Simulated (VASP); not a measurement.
# Nd2As3W (P-3m1) in VASP: a series of runs, part 2 of 2

VASP 6.6.1. Earlier steps stand in the parts before.

**3. Relaxation of cell and atoms, PBE**

INCAR reads:

```
ALGO = Normal
EDIFF = 1E-7
EDIFFG = -0.01
ENCUT = 500
GGA = PE
GGA_COMPAT = F
IBRION = 2
ISIF = 3
ISMEAR = 0
LASPH = T
LCHARG = F
LMAXMIX = 6
LREAL = F
LWAVE = F
NELM = 200
NELMIN = 4
NSW = 100
PREC = Accurate
SIGMA = 0.1
```

KPOINTS reads:

```
k-points
0
Gamma
  12 12 4
```

POSCAR reads:

```
Nd2As3W
1.0
    4.0912395589      0.0000000000      0.0000000000
   -2.0456197795      3.5431173910      0.0000000000
    0.0000000000      0.0000000000      9.5542033893
Nd As W
2 3 1
Direct
    0.3333333333      0.6666666667      0.6895667603
    0.6666666667      0.3333333333      0.3104332397
    0.0000000000      0.0000000000      0.5000000000
    0.3333333333      0.6666666667      0.1246014758
    0.6666666667      0.3333333333      0.8753985242
    0.0000000000      0.0000000000      0.0000000000
```

Potentials or basis: VASP PAW PBE potentials, release 64 (Nd_3, As, W_sv), 4f in core.

Launch:

```bash
$ cat potpaw_PBE.64/Nd_3/POTCAR potpaw_PBE.64/As/POTCAR potpaw_PBE.64/W_sv/POTCAR > POTCAR
$ mpirun -np 1 vasp_std > vasp.out
```

OUTCAR:

```text
EDIFF = 1E-7
   EDIFFG = -0.01
   ENCUT = 500
   GGA = PE
   IBRION = 2
   ISIF = 3
   ISMEAR = 0
   LASPH = T
   LREAL = F
   NELM = 200
   NELMIN = 4
   NSW = 100
   PREC = Accurate

 ion  position               nearest neighbor table
   1  0.333  0.667  0.690-   5 2.95   5 2.95   5 2.95   3 2.98   3 2.98   3 2.98
   2  0.667  0.333  0.310-   4 2.95   4 2.95   4 2.95   3 2.98   3 2.98   3 2.98
   3  0.000  0.000  0.500-   1 2.98   2 2.98   1 2.98   2 2.98   1 2.98   2 2.98
   4  0.333  0.667  0.125-   6 2.65   6 2.65   6 2.65   2 2.95   2 2.95   2 2.95
   5  0.667  0.333  0.875-   6 2.65   6 2.65   6 2.65   1 2.95   1 2.95   1 2.95
   6  0.000  0.000  0.000-   4 2.65   5 2.65   5 2.65   4 2.65   5 2.65   4 2.65

  LATTYP: Found a hexagonal cell.
 ALAT       =     4.0912395589
 C/A-ratio  =     2.3352832929

  Lattice vectors:

 A1 = (   4.0912395589,   0.0000000000,   0.0000000000)
 A2 = (  -2.0456197795,   3.5431173910,   0.0000000000)
 A3 = (   0.0000000000,   0.0000000000,   9.5542033893)

Analysis of symmetry for initial positions (statically):
=====================================================================
 Subroutine PRICEL returns:
 Original cell was already a primitive cell.

 Routine SETGRP: Setting up the symmetry group for a
 hexagonal supercell.

 Subroutine GETGRP returns: Found 12 space group operations
 (whereof 12 operations were pure point group operations)
 out of a pool of 24 trial point group operations.

The static configuration has the point symmetry D_3d.

Analysis of symmetry for dynamics (positions and initial velocities):
=====================================================================
 Subroutine PRICEL returns:
 Original cell was already a primitive cell.

 Routine SETGRP: Setting up the symmetry group for a
 hexagonal supercell.

 Subroutine GETGRP returns: Found 12 space group operations
 (whereof 12 operations were pure point group operations)
 out of a pool of 24 trial point group operations.

The dynamic configuration has the point symmetry D_3d.
[... 135 lines left out ...]
   IVDW    =     0    specifies the selected vdW correction
   LEPSILON=     F    determine dielectric tensor
   LRPA    =     F    only Hartree local field effects (RPA)
 conjugate gradient relaxation of ions
 non-spin polarized calculation
 Gauss-broadening in eV      SIGMA  =   0.10
  energy-cutoff  :      500.00
  volume of cell :      138.50
 maximum number of plane-waves:      3551
 NGX is ok and might be reduce to    30
   NGX = 15   NGY = 15   NGZ = 35

--------------------------------------- Ionic step        1  -------------------------------------------

 number of electron      51.0000002 magnetization

 Free energy of the ion-electron system (eV)
  ---------------------------------------------------
  ext. energy  EPLUGINS =         0.00000000
  ---------------------------------------------------
  free energy    TOTEN  =       -40.98143250 eV

  energy without entropy =      -40.95154721  energy(sigma->0) =      -40.96648985

------------------------ aborting loop because EDIFF is reached ----------------------------------------

  FORCE on cell =-STRESS in cart. coord.  units (eV):
  Direction    XX          YY          ZZ          XY          YZ          ZX
  --------------------------------------------------------------------------------------
  -------------------------------------------------------------------------------------
  Total        0.4924210      0.4924210      0.5430944     -0.0000000      0.0000000     -0.0000000
  in kB        5.6965544      5.6965544      6.2827676     -0.0000000      0.0000000     -0.0000000
  external PRESSURE =       5.8919588 kB  Pullay stress =       0.0000000 kB
[... 147 lines left out ...]
--------------------------------------- Ionic step        5  -------------------------------------------

 number of electron      51.0000003 magnetization

 Free energy of the ion-electron system (eV)
  ---------------------------------------------------
  ext. energy  EPLUGINS =         0.00000000
  ---------------------------------------------------
  free energy    TOTEN  =       -40.98386922 eV

  energy without entropy =      -40.95410086  energy(sigma->0) =      -40.96898504

 E-fermi :   5.4804     XC(G=0): -10.5791

 val. band max:        5.4784352214   @ k =   0.2500   0.1667   0.2500
 cond. band min:       5.4810056171   @ k =   0.4167   0.0000   0.5000
 fundamental gap:      0.0025703957
 Fermi energy:         5.4804230431

 k-point     1 :       0.0000    0.0000    0.0000
  band No.  band energies     occupation
      1     -68.8211      2.00000
      2     -33.0635      2.00000
      3     -33.0635      2.00000
      4     -32.9249      2.00000
      5     -32.3930      2.00000
      6     -32.3830      2.00000
[... 781 lines left out ...]
     29       6.8612      0.00000
     30       7.3085      0.00000

 [... further k-points ...]

------------------------ aborting loop because EDIFF is reached ----------------------------------------

  FORCE on cell =-STRESS in cart. coord.  units (eV):
  Direction    XX          YY          ZZ          XY          YZ          ZX
  --------------------------------------------------------------------------------------
  -------------------------------------------------------------------------------------
  Total        0.0003910      0.0003910      0.0129260     -0.0000000     -0.0000000      0.0000000
  in kB        0.0044945      0.0044945      0.1485988     -0.0000000     -0.0000000      0.0000000
  external PRESSURE =       0.0525293 kB  Pullay stress =       0.0000000 kB
[... 21 lines left out ...]
  FREE ENERGIE OF THE ION-ELECTRON SYSTEM (eV)
  ---------------------------------------------------
  free  energy   TOTEN  =       -40.9838692185 eV

  energy  without entropy=      -40.9541008555  energy(sigma->0) =      -40.96898504

 reached required accuracy - stopping structural energy minimisation
```

CONTCAR:

```text
Nd2As3W
   1.00000000000000
     4.0979489894177830   -0.0000000000000943   -0.0000000000000000
    -2.0489744947590549    3.5489279282734962    0.0000000000000000
     0.0000000000000000   -0.0000000000000000    9.5828392096297037
  Nd              As              W
     2     3     1
Direct
     0.3333333332999970    0.6666666667000030    0.6888079739515486
     0.6666666667000030    0.3333333332999970    0.3111920260484443
     0.0000000000000000    1.0000000000000000    0.5000000000000000
     0.3333333332999970    0.6666666667000030    0.1241074532682901
     0.6666666667000030    0.3333333332999970    0.8758925467317099
     0.0000000000000000    1.0000000000000000    0.0000000000000000

  0.00000000E+00  0.00000000E+00  0.00000000E+00
  0.00000000E+00  0.00000000E+00  0.00000000E+00
  0.00000000E+00  0.00000000E+00  0.00000000E+00
  0.00000000E+00  0.00000000E+00  0.00000000E+00
  0.00000000E+00  0.00000000E+00  0.00000000E+00
  0.00000000E+00  0.00000000E+00  0.00000000E+00
```

Run time: 9 min. Hardware: 1 thread of Intel Xeon Platinum 8559C (Emerald Rapids), shared host; peak memory 0.43 GiB.

Results:

```
Free energy                           : -40.9839 eV
Relaxed volume                        : 23.23 Å³/atom
Relaxed cell                          : a = 4.098 Å, b = 4.098 Å, c = 9.583 Å, α = 90.00°, β = 90.00°, γ = 120.00°
Space group after relaxing (to 0.1 Å) : P-3m1 (No. 164)
Energy gained by relaxing             : 0.4 meV/atom
Ionic steps                           : 5
Pressure after relaxing               : 0.0 GPa
Largest force after relaxing          : 0.004 eV/Å
Band gap on the k mesh                : zero (an odd number of electrons rules out a gap without spin polarisation)
```

Forces on the atoms (eV/Å):
```
Nd   0.000  0.000 -0.004
Nd   0.000  0.000  0.004
As   0.000  0.000  0.000
As   0.000  0.000  0.004
As   0.000  0.000 -0.004
W    0.000  0.000  0.000
```

Step by step:
| step | energy change (eV) | largest force (eV/Å) | pressure (GPa) | volume (Å³) |
| --- | --- | --- | --- | --- |
| 1 | 0.0000 | 0.0845 | 0.59 | 138.50 |
| 2 | -0.0005 | 0.0478 | -0.61 | 140.20 |
| 3 | -0.0019 | 0.0613 | -0.06 | 139.41 |
| 4 | -0.0023 | 0.0269 | -0.02 | 139.39 |
| 5 | -0.0024 | 0.0038 | 0.01 | 139.37 |

Final structure:
```xyz
6
Lattice="4.0979 0.0000 0.0000 -2.0490 3.5489 0.0000 0.0000 0.0000 9.5828" Properties=species:S:1:pos:R:3 pbc="T T T"
Nd    0.0000    2.3660    6.6007
Nd    2.0490    1.1830    2.9821
As   -2.0490    3.5489    4.7914
As    0.0000    2.3660    1.1893
As    2.0490    1.1830    8.3935
W    -2.0490    3.5489    0.0000
```

Caveat: spin-orbit coupling is left out, which moves the levels of the heavy elements; the 4f electrons are frozen in the core, so they carry no moment and show no levels. Spin polarisation is off, so any magnetic state and its effect on volume and gap are missing.
